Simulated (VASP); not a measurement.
Wanted: the native input for a VASP 6.6.1 run.

| Quantity | Value |
| --- | --- |
| Task | density of states |
| Functional | PBEsol |
| Potentials or basis | VASP PAW PBE potentials, release 64 (Ti_sv) |
| Cutoff | 520 eV |
| k mesh | 14 × 14 × 14 |
| Occupations | fermi-dirac, width 0.08 eV |
| Spin | no spin polarisation |
| Dipole correction | no |
| k mesh for the DOS | 21 × 21 × 21 |
| Occupations for the DOS | tetrahedron |
| Further INCAR settings | ALGO = Normal; EDIFF = 1e-06; NBANDS = 12 |

Crystal: Ti.

```xyz
1
Lattice="1.9892 0.0000 0.0000 0.0000 1.9892 0.0000 0.0000 0.0000 1.9892" Properties=species:S:1:pos:R:3 pbc="T T T"
Ti    0.0000    0.0000    0.0000
```

This cell differs from its parent crystal: volume scaled by 0.45.

One way to write it, as run:

POSCAR

```
Ti
1.0
    1.9891971254      0.0000000000      0.0000000000
    0.0000000000      1.9891971254      0.0000000000
    0.0000000000      0.0000000000      1.9891971254
Ti
1
Direct
    0.0000000000      0.0000000000      0.0000000000
```

INCAR.step1

```
SYSTEM = Ti
PREC = Accurate
ENCUT = 520
EDIFF = 1E-6
ISMEAR = -1
SIGMA = 0.08
LREAL = .False.
LASPH = .True.
NELM = 80
ALGO = Normal
ISIF = 2
LWAVE = .False.
LCHARG = .True.
LMAXMIX = 4
GGA = PS
NBANDS = 12
```

KPOINTS.step1

```
Automatic mesh
0
Gamma
  14 14 14
  0 0 0
```

INCAR.step2

```
SYSTEM = Ti
PREC = Accurate
ENCUT = 520
EDIFF = 1E-6
ISMEAR = -5
SIGMA = 0.08
LREAL = .False.
LASPH = .True.
NELM = 80
ALGO = Normal
ISIF = 2
LWAVE = .False.
LCHARG = .False.
LMAXMIX = 4
GGA = PS
LORBIT = 11
NBANDS = 12
NEDOS = 2001
ICHARG = 11
```

KPOINTS.step2

```
Automatic mesh
0
Gamma
  21 21 21
  0 0 0
```

Potentials or basis: VASP PAW PBE potentials, release 64 (Ti_sv).

Command:

```console
$ cat potpaw_PBE.64/Ti_sv/POTCAR > POTCAR
$ cp INCAR.step1 INCAR
$ cp KPOINTS.step1 KPOINTS
$ mpirun -np 1 vasp_std > vasp.out
$ cp INCAR.step2 INCAR
$ cp KPOINTS.step2 KPOINTS
$ mpirun -np 1 vasp_std > vasp.out
```

It took 21 s on 1 thread of AMD EPYC 7R43 64-Core Processor (Zen 3), on a shared host, peak memory 0.11 GiB.
